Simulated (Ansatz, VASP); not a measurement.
# HfO2 in VASP and in Ansatz

The input INCAR:

```
SYSTEM = HfO2
  ALGO = Normal
  EDIFF = 1E-7
  ENCUT = 520
  GGA = PS
  ISIF = 2
  ISMEAR = 0
  LASPH = .TRUE.
  LCHARG = .FALSE.
  LREAL = .FALSE.
  LWAVE = .FALSE.
  NBANDS = 18
  NELM = 60
  PREC = Accurate
  SIGMA = 0.05
```

File KPOINTS:

```
k-points
0
G
  8 8 8
  0 0 0
```

Contents of POSCAR:

```
HfO2
1.0
    0.0000000000      2.5999013769      2.5999013769
    2.5999013769      0.0000000000      2.5999013769
    2.5999013769      2.5999013769      0.0000000000
Hf O
1 2
Direct
    0.0000000000      0.0000000000      0.0000000000
    0.2500000000      0.2500000000      0.2500000000
    0.7500000000      0.7500000000      0.7500000000
```

Input for Ansatz:

```yaml
crystal:
  lattice:
    - [0.0, 2.5999013769, 2.5999013769]
    - [2.5999013769, 0.0, 2.5999013769]
    - [2.5999013769, 2.5999013769, 0.0]
  atoms:
    - { symbol: Hf, position: [0.0, 0.0, 0.0] }
    - { symbol: O, position: [0.25, 0.25, 0.25] }
    - { symbol: O, position: [0.75, 0.75, 0.75] }
basis:
  ecutwfc: 520.0
kpoints:
  mp_grid: { grid: [8, 8, 8] }
hamiltonian:
  xc: pbesol
scf:
  occupations: { method: gaussian, width: 0.05 }
output:
  forces: true
  stress: true
  eigenvalues: true
```

Alike in both runs: task single point; functional PBEsol; k mesh 8 × 8 × 8; occupations gaussian, width 0.05 eV; no spin polarisation.

|  | VASP | Ansatz |
| --- | --- | --- |
| version | VASP 6.6.1 | Ansatz 0.2.0 |
| potentials or method | VASP PAW PBE potentials, release 64 (Hf_pv, O), cutoff 520 eV | scalar-relativistic, plane waves, PAW |
| valence electrons in the cell | 22 | 38 |

Ansatz gave:

| Item | Value |
| --- | --- |
| gap on the k mesh at the Fermi level (eV) | 3.47 |
| least direct gap on the mesh (eV) | 3.47 |
| pressure (GPa) | -20.0 |

Problem. Estimate VASP's values.

Solution. gap on the k mesh at the Fermi level (eV): 3.47; least direct gap on the mesh (eV): 3.47; pressure (GPa): -22.9.

VASP's potentials were made for PBE, not for PBEsol. With one functional, cell and mesh, what is left measures potentials, basis and numerics. VASP's potentials hold 22 valence electrons a cell and Ansatz's 38, so a difference there can come from the potentials and not from the codes.

Neither program's run includes spin-orbit coupling.
